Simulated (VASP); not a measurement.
# H2 in VASP: single point with PBEsol

Aim: the single point of H2 with PBEsol.

Program: VASP 6.6.1. These are calculated values, not measurements. Logs are shortened: lines on timing, memory, paths and dates and some standing lists are left out, and cuts for length are marked.

### 1 The cell of the first run

The cell holds a molecule in a box, 2 atoms: a = 9.000 Å, b = 9.500 Å, c = 10.000 Å, α = 90.00°, β = 90.00°, γ = 90.00°.

### 2 Single point, PBEsol

INCAR

```
SYSTEM = H
  ALGO = Normal
  EDIFF = 1E-6
  ENCUT = 400
  GGA = PS
  GGA_COMPAT = .False.
  ISIF = 2
  ISMEAR = 0
  LASPH = .True.
  LCHARG = .True.
  LELF = .True.
  LREAL = .False.
  LVHAR = .True.
  LWAVE = .False.
  NBANDS = 8
  NELM = 120
  NELMDL = -8
  PREC = Accurate
  SIGMA = 0.05
```

KPOINTS

```
k-points
0
Gamma
  1 1 1
  0 0 0
```

POSCAR

```
H
1.0
    9.0000000000      0.0000000000      0.0000000000
    0.0000000000      9.5000000000      0.0000000000
    0.0000000000      0.0000000000     10.0000000000
H
2
Direct
    0.5000000000      0.5000000000      0.4621378218
    0.5000000000      0.5000000000      0.5378621782
```

Potentials or basis: VASP PAW PBE potentials, release 64 (H).

Run with:

```
> cat potpaw_PBE.64/H/POTCAR > POTCAR
> mpirun -np 1 vasp_gam > vasp.out
```

OUTCAR:

```text
SYSTEM = H
   EDIFF = 1E-6
   ENCUT = 400
   GGA = PS
   ISIF = 2
   ISMEAR = 0
   LASPH = .True.
   LREAL = .False.
   NELM = 120
   NELMDL = -8
   PREC = Accurate

 ion  position               nearest neighbor table
   1  0.500  0.500  0.462-   2 0.76
   2  0.500  0.500  0.538-   1 0.76

  LATTYP: Found a simple orthorhombic cell.
 ALAT       =     9.0000000000
 B/A-ratio  =     1.0555555556
 C/A-ratio  =     1.1111111111

  Lattice vectors:

 A1 = (   9.0000000000,   0.0000000000,   0.0000000000)
 A2 = (   0.0000000000,   9.5000000000,   0.0000000000)
 A3 = (   0.0000000000,   0.0000000000,  10.0000000000)

Analysis of symmetry for initial positions (statically):
=====================================================================
 Subroutine PRICEL returns:
 Original cell was already a primitive cell.

 Routine SETGRP: Setting up the symmetry group for a
 simple orthorhombic supercell.

 Subroutine GETGRP returns: Found  8 space group operations
 (whereof  8 operations were pure point group operations)
 out of a pool of  8 trial point group operations.

The static configuration has the point symmetry D_2h.

Analysis of symmetry for dynamics (positions and initial velocities):
=====================================================================
 Subroutine PRICEL returns:
 Original cell was already a primitive cell.

 Routine SETGRP: Setting up the symmetry group for a
 simple orthorhombic supercell.

 Subroutine GETGRP returns: Found  8 space group operations
 (whereof  8 operations were pure point group operations)
 out of a pool of  8 trial point group operations.

The dynamic configuration has the point symmetry D_2h.

 Subroutine INISYM returns: Found  8 space group operations
 (whereof  8 operations are pure point group operations),
 and found     1 'primitive' translations

----------------------------------------------------------------------------------------

                                     Primitive cell

  volume of cell :     855.0000

  direct lattice vectors                    reciprocal lattice vectors
     9.000000000  0.000000000  0.000000000     0.111111111  0.000000000  0.000000000
     0.000000000  9.500000000  0.000000000     0.000000000  0.105263158  0.000000000
     0.000000000  0.000000000 10.000000000     0.000000000  0.000000000  0.100000000

  length of vectors
     9.000000000  9.500000000 10.000000000     0.111111111  0.105263158  0.100000000

  position of ions in fractional coordinates (direct lattice)
     0.500000000  0.500000000  0.462137822
     0.500000000  0.500000000  0.537862178

  ion indices of the primitive-cell ions
   primitive index   ion index
                 1           1
                 2           2

----------------------------------------------------------------------------------------

 KPOINTS: k-points

Automatic generation of k-mesh.
 Grid dimensions read from file:
 generate k-points for:    1    1    1

 Generating k-lattice:

  Cartesian coordinates                     Fractional coordinates (reciprocal lattice)
     0.111111111  0.000000000  0.000000000     1.000000000  0.000000000  0.000000000
     0.000000000  0.105263158  0.000000000     0.000000000  1.000000000  0.000000000
     0.000000000  0.000000000  0.100000000     0.000000000  0.000000000  1.000000000

  Length of vectors
     0.111111111  0.105263158  0.100000000

  Shift w.r.t. Gamma in fractional coordinates (k-lattice)
     0.000000000  0.000000000  0.000000000

 Subroutine IBZKPT returns following result:
 ===========================================

 Found      1 irreducible k-points:

 Following reciprocal coordinates:
            Coordinates               Weight
  0.000000  0.000000  0.000000      1.000000
   k-points           NKPTS =      1   k-points in BZ     NKDIM =      1   number of bands    NBANDS=      8
   number of dos      NEDOS =    301   number of ions     NIONS =      2
   total plane-waves  NPLWV = 268800
   dimension x,y,z NGX =    60 NGY =   64 NGZ =   70
   dimension x,y,z NGXF=   120 NGYF=  128 NGZF=  140
   ions per type =               2
   NGX,Y,Z   is equivalent  to a cutoff of  11.08, 11.20, 11.64 a.u.
   NGXF,Y,Z  is equivalent  to a cutoff of  22.17, 22.40, 23.27 a.u.
 SYSTEM =  H
   PREC   = accura    normal or accurate (medium, high low for compatibility)
   ISTART =      0    job   : 0-new  1-cont  2-samecut
   ICHARG =      2    charge: 1-file 2-atom 10-const
   ISPIN  =      1    spin polarized calculation?
   LNONCOLLINEAR =      F non collinear calculations
   LSORBIT =      F    spin-orbit coupling
   LASPH  =      T    aspherical Exc in radial PAW
   ENCUT  =  400.0 eV  29.40 Ry    5.42 a.u.  14.68 15.49 16.31*2*pi/ulx,y,z
   NELM   =    120;   NELMIN=  2; NELMDL= -8     # of ELM steps
   EDIFF  = 0.1E-05   stopping-criterion for ELM
   LREAL  =      F    real-space projection
   EDIFFG = 0.1E-04   stopping-criterion for IOM
   NSW    =      0    number of steps for IOM
   IBRION =     -1    ionic relax: 0-MD 1-quasi-New 2-CG
   NFREE  =      0    steps in history (QN), initial steepest desc. (CG)
   ISIF   =      2    stress and relaxation
   ISYM   =      2    0-nonsym 1-usesym 2-fastsym
   POTIM  = 0.5000    time-step for ionic-motion
   TEBEG  =    0.0;   TEEND  =   0.0 temperature during run
   PSTRESS=    0.0 pullay stress
   NELECT =       2.0000    total number of electrons
   NUPDOWN=      -1.0000    fix difference up-down
   EMIN   =  10.00;   EMAX   =-10.00  energy-range for DOS
   EFERMI =   0.00;   METHOD = LEGACY
   ISMEAR =     0;   SIGMA  =   0.05  broadening in eV -4-tet -1-fermi 0-gaus
   EFERMI_NEDOS =   21; number of points for ismear=-14 and -15
   IALGO  =     38    algorithm
   IMIX   =      4    mixing-type and parameters
     AMIX     =   0.40;   BMIX     =  1.00
     AMIX_MAG =   1.60;   BMIX_MAG =  1.00
  volume/ion in A,a.u.               =     427.50      2884.91
  Fermi-wavevector in a.u.,A,eV,Ry     =   0.217318  0.410672  0.642565  0.047227
  Thomas-Fermi vector in A             =   0.994036
   LORBIT       =      0    0 simple, 1 ext, 2 COOP (PROOUT), +10 PAW based schemes
   GGA     = PS    functional components
   LHFCALC =     F    Hartree Fock is set to
   AEXX    =    0.0000 exact exchange contribution
   IVDW    =     0    specifies the selected vdW correction
   LEPSILON=     F    determine dielectric tensor
   LRPA    =     F    only Hartree local field effects (RPA)
 non-spin polarized calculation
 Gauss-broadening in eV      SIGMA  =   0.05
  energy-cutoff  :      400.00
  volume of cell :      855.00
 maximum number of plane-waves:      7758
 NGX is ok and might be reduce to    60
   NGX = 29   NGY = 31   NGZ = 33

 number of electron       1.9999998 magnetization

 Free energy of the ion-electron system (eV)
  ---------------------------------------------------
  ext. energy  EPLUGINS =         0.00000000
  ---------------------------------------------------
  free energy    TOTEN  =        -6.50350394 eV

  energy without entropy =       -6.50350394  energy(sigma->0) =       -6.50350394

 E-fermi :  -9.8717     XC(G=0):  -0.4282

 val. band max:      -10.1057208727   @ k =   0.0000   0.0000   0.0000
 cond. band min:      -0.1689887209   @ k =   0.0000   0.0000   0.0000
 fundamental gap:      9.9367321518
 Fermi energy:        -9.8716921649

 k-point     1 :       0.0000    0.0000    0.0000
  band No.  band energies     occupation
      1     -10.1057      2.00000
      2      -0.1690      0.00000
      3       0.4273      0.00000
      4       1.0751      0.00000
      5       1.2080      0.00000
      6       1.3626      0.00000
      7       1.5294      0.00000
      8       1.7251      0.00000

------------------------ aborting loop because EDIFF is reached ----------------------------------------

  FORCE on cell =-STRESS in cart. coord.  units (eV):
  Direction    XX          YY          ZZ          XY          YZ          ZX
  --------------------------------------------------------------------------------------
  -------------------------------------------------------------------------------------
  Total       -0.1132863     -0.1108436     -0.0979606      0.0000000      0.0000000      0.0000000
  in kB       -0.2122862     -0.2077089     -0.1835675      0.0000000      0.0000000      0.0000000
  external PRESSURE =      -0.2011875 kB  Pullay stress =       0.0000000 kB

 VOLUME and BASIS-vectors are now :
 -----------------------------------------------------------------------------
  energy-cutoff  :      400.00
  volume of cell :      855.00
      direct lattice vectors                 reciprocal lattice vectors
     9.000000000  0.000000000  0.000000000     0.111111111  0.000000000  0.000000000
     0.000000000  9.500000000  0.000000000     0.000000000  0.105263158  0.000000000
     0.000000000  0.000000000 10.000000000     0.000000000  0.000000000  0.100000000

 POSITION                                       TOTAL-FORCE (eV/Angst)
 -----------------------------------------------------------------------------------
      4.50000      4.75000      4.62138         0.000000      0.000000     -0.062498
      4.50000      4.75000      5.37862         0.000000      0.000000      0.062498
 -----------------------------------------------------------------------------------
    total drift:                                0.000000      0.000000      0.000000

  FREE ENERGIE OF THE ION-ELECTRON SYSTEM (eV)
  ---------------------------------------------------
  free  energy   TOTEN  =        -6.5035039413 eV

  energy  without entropy=       -6.5035039412  energy(sigma->0) =       -6.50350394
```

It took 26 s on 1 thread of Intel Xeon Platinum 8375C at 2.90GHz (Ice Lake), shared host; peak memory 0.5 GiB.

What came out:

```yaml
Free_energy: -6.5035 eV
Largest_force: 0.062 eV/Å
Gap_between_the_frontier_levels: 9.94 eV
```

Forces in eV/Å, atoms in the order of the input:
```
H    0.000  0.000 -0.062
H    0.000  0.000  0.062
```

Caveat: the PAW data sets were made with another functional, which shifts forces and pressure a little.
